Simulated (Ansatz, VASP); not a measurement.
# CdS5: VASP beside Ansatz

```xyz
6
Lattice="6.6688 0.0000 0.0000 -3.3344 5.7754 0.0000 0.0000 0.0000 3.1940" Properties=species:S:1:pos:R:3 pbc="T T T"
Cd    0.0000    0.0000    0.0000
S     0.0000    3.8502    0.0000
S     3.3344    1.9251    0.0000
S     3.3344    0.0000    1.5970
S     1.6672    2.8877    1.5970
S    -1.6672    2.8877    1.5970
```

Change from the starting cell: species swapped into the LaCo5 type (P6/mmm, No. 191).

Alike in both runs: functional PBE; k mesh 6 × 6 × 12; occupations gaussian, width 0.1 eV; no spin polarisation.

Ansatz relaxed the structure, and its values are those at the end. VASP's run is a single point on that final structure, the one shown.

```csv
,VASP,Ansatz
version,VASP 6.6.1,Ansatz 0.2.0
potentials or method,"VASP PAW PBE potentials, release 64 (Cd, S), cutoff 520 eV","scalar-relativistic, plane waves, PAW"
valence electrons in the cell,42,50
```

```csv
,VASP,Ansatz,Ansatz less VASP
gap on the k mesh at the Fermi level (eV),none,none,-
pressure (GPa),-0.1,0.0,+0.10
```

A gap of «none» marks a metal or a gap that the smearing closes. VASP's potentials hold 42 valence electrons a cell and Ansatz's 50, so a difference there can come from the potentials and not from the codes.
